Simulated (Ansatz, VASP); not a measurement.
## HfB: VASP beside Ansatz

```
CELL_PARAMETERS angstrom
0.00000 2.39395 2.39395
2.39395 0.00000 2.39395
2.39395 2.39395 0.00000
ATOMIC_POSITIONS crystal
Hf 0.50000 0.50000 0.50000
B 0.00000 0.00000 0.00000
```

Alike in both runs: functional PBEsol; k mesh 16 × 16 × 16; occupations gaussian, width 0.1 eV; no spin polarisation.

Ansatz relaxed the structure, and its values are those at the end. VASP's run is a single point on that final structure, the one shown.

```csv
,VASP,Ansatz
version,VASP 6.6.1,Ansatz 0.2.0
potentials or method,"VASP PAW PBE potentials, release 64 (Hf_pv, B), cutoff 520 eV","scalar-relativistic, plane waves, PAW"
valence electrons in the cell,13,29
```

Ansatz gave:

```
gap on the k mesh at the Fermi level (eV) : none
pressure (GPa)                            : 0.0
```

What did VASP give for the same quantities?

gap on the k mesh at the Fermi level (eV): none; pressure (GPa): 0.3.

VASP's potentials were made for PBE, not for PBEsol. A gap of «none» marks a metal or a gap that the smearing closes. VASP's potentials hold 13 valence electrons a cell and Ansatz's 29, so a difference there can come from the potentials and not from the codes.

Neither program's run includes spin-orbit coupling.
